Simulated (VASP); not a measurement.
# TiO2 (CdI2 type) (P-3m1) in VASP: notebook, part 2 of 2

VASP 6.6.1. The steps go on from the part before.

## (4) Single point, PBE

File POSCAR:

```
TiO2
1.0
    2.9893869978      0.0000000000      0.0000000000
   -1.4946934990      2.5888850819      0.0000000000
    0.0000000000      0.0000000000      5.4931511580
Ti O
1 2
Direct
    0.0000000000      0.0000000000      0.0000000000
    0.3333333333      0.6666666667      0.1756580322
    0.6666666667      0.3333333333      0.8243419678
```

File INCAR.step1:

```
PREC     = Accurate       # precision mode
ENCUT    = 520            # plane-wave cutoff, eV
EDIFF    = 1E-7           # SCF threshold, eV
ISMEAR   = -1             # smearing method
SIGMA    = 0.05           # smearing width, eV
LREAL    = False          # projectors in reciprocal space
LASPH    = True           # aspherical terms in the spheres
NELM     = 60             # most SCF steps
ALGO     = Normal         # electronic algorithm
ISIF     = 2              # what is computed and relaxed
LWAVE    = False          # write WAVECAR
LCHARG   = True           # write CHGCAR
LMAXMIX  = 4              # l up to which the mixer works
GGA      = PE             # functional
NBANDS   = 19             # bands
```

File KPOINTS.step1:

```
regular mesh
0
Gamma
  13 13 7
```

File INCAR.step2:

```
PREC     = Accurate       # precision mode
ENCUT    = 520            # plane-wave cutoff, eV
EDIFF    = 1E-7           # SCF threshold, eV
ISMEAR   = -5             # smearing method
SIGMA    = 0.05           # smearing width, eV
LREAL    = False          # projectors in reciprocal space
LASPH    = True           # aspherical terms in the spheres
NELM     = 60             # most SCF steps
ALGO     = Normal         # electronic algorithm
ISIF     = 2              # what is computed and relaxed
LWAVE    = False          # write WAVECAR
LCHARG   = False          # write CHGCAR
LMAXMIX  = 4              # l up to which the mixer works
GGA      = PE             # functional
LORBIT   = 11             # projections on sites
NBANDS   = 19             # bands
NEDOS    = 1001           # points of the DOS
ICHARG   = 11             # starting density
```

File KPOINTS.step2:

```
regular mesh
0
Gamma
  20 20 11
```

Potentials or basis: VASP PAW PBE potentials, release 64 (Ti_sv, O).

On the command line:

```sh
cat potpaw_PBE.64/Ti_sv/POTCAR potpaw_PBE.64/O/POTCAR > POTCAR
cp INCAR.step1 INCAR
cp KPOINTS.step1 KPOINTS
mpirun -np 1 vasp_std > vasp.out
cp INCAR.step2 INCAR
cp KPOINTS.step2 KPOINTS
mpirun -np 1 vasp_std > vasp.out
```

OUTCAR:

```text
PREC = Accurate
   ENCUT = 520
   EDIFF = 1E-7
   ISMEAR = -5
   LREAL = False
   LASPH = True
   NELM = 60
   ISIF = 2
   GGA = PE
   LORBIT = 11
   ICHARG = 11

 ion  position               nearest neighbor table
   1  0.000  0.000  0.000-   2 1.98   3 1.98   3 1.98   2 1.98   3 1.98   2 1.98
   2  0.333  0.667  0.176-   1 1.98   1 1.98   1 1.98
   3  0.667  0.333  0.824-   1 1.98   1 1.98   1 1.98

  LATTYP: Found a hexagonal cell.
 ALAT       =     2.9893869978
 C/A-ratio  =     1.8375510304

  Lattice vectors:

 A1 = (   2.9893869978,   0.0000000000,   0.0000000000)
 A2 = (  -1.4946934990,   2.5888850819,   0.0000000000)
 A3 = (   0.0000000000,   0.0000000000,   5.4931511580)

Analysis of symmetry for initial positions (statically):
=====================================================================
 Subroutine PRICEL returns:
 Original cell was already a primitive cell.

 Routine SETGRP: Setting up the symmetry group for a
 hexagonal supercell.

 Subroutine GETGRP returns: Found 12 space group operations
 (whereof 12 operations were pure point group operations)
 out of a pool of 24 trial point group operations.

The static configuration has the point symmetry D_3d.

Analysis of symmetry for dynamics (positions and initial velocities):
=====================================================================
 Subroutine PRICEL returns:
 Original cell was already a primitive cell.

 Routine SETGRP: Setting up the symmetry group for a
 hexagonal supercell.

 Subroutine GETGRP returns: Found 12 space group operations
 (whereof 12 operations were pure point group operations)
 out of a pool of 24 trial point group operations.

The dynamic configuration has the point symmetry D_3d.

 Subroutine INISYM returns: Found 12 space group operations
 (whereof 12 operations are pure point group operations),
 and found     1 'primitive' translations

----------------------------------------------------------------------------------------

                                     Primitive cell

  volume of cell :      42.5125

  direct lattice vectors                    reciprocal lattice vectors
     2.989386998  0.000000000  0.000000000     0.334516742  0.193133331  0.000000000
    -1.494693499  2.588885082  0.000000000     0.000000000  0.386266662  0.000000000
     0.000000000  0.000000000  5.493151158     0.000000000  0.000000000  0.182044872

  length of vectors
     2.989386998  2.989386998  5.493151158     0.386266662  0.386266662  0.182044872

  position of ions in fractional coordinates (direct lattice)
     0.000000000  0.000000000  0.000000000
     0.333333333  0.666666667  0.175658032
     0.666666667  0.333333333  0.824341968

  ion indices of the primitive-cell ions
   primitive index   ion index
                 1           1
                 2           2
                 3           3

----------------------------------------------------------------------------------------

 KPOINTS: regular mesh

Automatic generation of k-mesh.
 Grid dimensions read from file:
 generate k-points for:   20   20   11

 Generating k-lattice:

  Cartesian coordinates                     Fractional coordinates (reciprocal lattice)
     0.016725837  0.009656667  0.000000000     0.050000000  0.000000000  0.000000000
[... 41 lines left out ...]
  0.250000  0.100000  0.000000     12.000000
 [... further k-points ...]
   k-points           NKPTS =    429   k-points in BZ     NKDIM =    429   number of bands    NBANDS=     19
   number of dos      NEDOS =   1001   number of ions     NIONS =      3
   total plane-waves  NPLWV =  24192
   dimension x,y,z NGX =    24 NGY =   24 NGZ =   42
   dimension x,y,z NGXF=    48 NGYF=   48 NGZF=   84
   ions per type =               1   2
   NGX,Y,Z   is equivalent  to a cutoff of  13.35, 13.35, 12.71 a.u.
   NGXF,Y,Z  is equivalent  to a cutoff of  26.69, 26.69, 25.42 a.u.
 SYSTEM =  unknown system
   PREC   = accura    normal or accurate (medium, high low for compatibility)
   ISTART =      0    job   : 0-new  1-cont  2-samecut
   ICHARG =     11    charge: 1-file 2-atom 10-const
   ISPIN  =      1    spin polarized calculation?
   LNONCOLLINEAR =      F non collinear calculations
   LSORBIT =      F    spin-orbit coupling
   LASPH  =      T    aspherical Exc in radial PAW
   ENCUT  =  520.0 eV  38.22 Ry    6.18 a.u.   5.56  5.56 10.21*2*pi/ulx,y,z
   NELM   =     60;   NELMIN=  2; NELMDL=  0     # of ELM steps
   EDIFF  = 0.1E-06   stopping-criterion for ELM
   LREAL  =      F    real-space projection
   EDIFFG = 0.1E-05   stopping-criterion for IOM
   NSW    =      0    number of steps for IOM
   IBRION =     -1    ionic relax: 0-MD 1-quasi-New 2-CG
   NFREE  =      0    steps in history (QN), initial steepest desc. (CG)
   ISIF   =      2    stress and relaxation
   ISYM   =      2    0-nonsym 1-usesym 2-fastsym
   POTIM  = 0.5000    time-step for ionic-motion
   TEBEG  =    0.0;   TEEND  =   0.0 temperature during run
   PSTRESS=    0.0 pullay stress
   NELECT =      24.0000    total number of electrons
   NUPDOWN=      -1.0000    fix difference up-down
   EMIN   =  10.00;   EMAX   =-10.00  energy-range for DOS
   EFERMI =   0.00;   METHOD = LEGACY
   ISMEAR =    -5;   SIGMA  =   0.05  broadening in eV -4-tet -1-fermi 0-gaus
   EFERMI_NEDOS =   21; number of points for ismear=-14 and -15
   IALGO  =     38    algorithm
   IMIX   =      4    mixing-type and parameters
     AMIX     =   0.40;   BMIX     =  1.00
     AMIX_MAG =   1.60;   BMIX_MAG =  1.00
  volume/ion in A,a.u.               =      14.17        95.63
  Fermi-wavevector in a.u.,A,eV,Ry     =   1.353027  2.556850 24.907937  1.830682
  Thomas-Fermi vector in A             =   2.480317
   LORBIT       =     11    0 simple, 1 ext, 2 COOP (PROOUT), +10 PAW based schemes
   GGA     = PE    functional components
   LHFCALC =     F    Hartree Fock is set to
   AEXX    =    0.0000 exact exchange contribution
   IVDW    =     0    specifies the selected vdW correction
   LEPSILON=     F    determine dielectric tensor
   LRPA    =     F    only Hartree local field effects (RPA)
 non-spin polarized calculation
 Fermi weights with tetrahedron method with Bloechl corrections
  energy-cutoff  :      520.00
  volume of cell :       42.51
 maximum number of plane-waves:      1173
 NGX is ok and might be reduce to    24

 number of electron      24.0000008 magnetization

 Free energy of the ion-electron system (eV)
  ---------------------------------------------------
  ext. energy  EPLUGINS =         0.00000000
  ---------------------------------------------------
  free energy    TOTEN  =       -26.49732049 eV

  energy without entropy =      -26.49732049  energy(sigma->0) =      -26.49732049

 E-fermi :   0.9441     XC(G=0):  -9.2255

 val. band max:        0.9245912308   @ k =   0.1500   0.1500   0.0000
 cond. band min:       3.5493936168   @ k =   0.0000   0.0000   0.4545
 fundamental gap:      2.6248023860
 Fermi energy:         0.9440978717

 k-point     1 :       0.0000    0.0000    0.0000
  band No.  band energies     occupation
      1     -55.4999      2.00000
      2     -31.7633      2.00000
      3     -31.4816      2.00000
      4     -31.4816      2.00000
      5     -16.5629      2.00000
      6     -14.7733      2.00000
[... 505 lines left out ...]
      6     -15.1804      2.00000
[... 11 lines left out ...]
     18      10.8930      0.00000
     19      14.6864      0.00000

 [... further k-points ...]

------------------------ aborting loop because EDIFF is reached ----------------------------------------

  FORCE on cell =-STRESS in cart. coord.  units (eV):
  Direction    XX          YY          ZZ          XY          YZ          ZX
  --------------------------------------------------------------------------------------
  -------------------------------------------------------------------------------------
  Total        0.1969724      0.1969724      0.0794957     -0.0000000      0.0000000      0.0000000
  in kB        7.4233427      7.4233427      2.9959704     -0.0000000      0.0000000      0.0000000
  external PRESSURE =       5.9475519 kB  Pullay stress =       0.0000000 kB

 VOLUME and BASIS-vectors are now :
 -----------------------------------------------------------------------------
  energy-cutoff  :      520.00
  volume of cell :       42.51
      direct lattice vectors                 reciprocal lattice vectors
     2.989386998  0.000000000  0.000000000     0.334516742  0.193133331  0.000000000
    -1.494693499  2.588885082  0.000000000     0.000000000  0.386266662  0.000000000
     0.000000000  0.000000000  5.493151158     0.000000000  0.000000000  0.182044872

 POSITION                                       TOTAL-FORCE (eV/Angst)
 -----------------------------------------------------------------------------------
      0.00000      0.00000      0.00000        -0.000000      0.000000      0.000000
     -0.00000      1.72592      0.96492         0.000000     -0.000000      0.059021
      1.49469      0.86296      4.52824        -0.000000      0.000000     -0.059021
 -----------------------------------------------------------------------------------
    total drift:                                0.000000     -0.000000      0.000000

  FREE ENERGIE OF THE ION-ELECTRON SYSTEM (eV)
  ---------------------------------------------------
  free  energy   TOTEN  =       -26.4973204870 eV

  energy  without entropy=      -26.4973204870  energy(sigma->0) =      -26.49732049

 total charge

# of ion       s       p       d       tot
------------------------------------------
    1        2.213   6.290   1.751  10.255
    2        1.577   3.459   0.000   5.036
    3        1.577   3.459   0.000   5.036
--------------------------------------------------
tot          5.368  13.208   1.751  20.327
```

It took 2.9 min on 1 thread of AMD EPYC 9R14 (Zen 4), shared host; peak memory 0.38 GiB.

Results:

```yaml
Valence_electrons_inside_the_program's_atomic_spheres: Ti 10.26; O 5.04
```
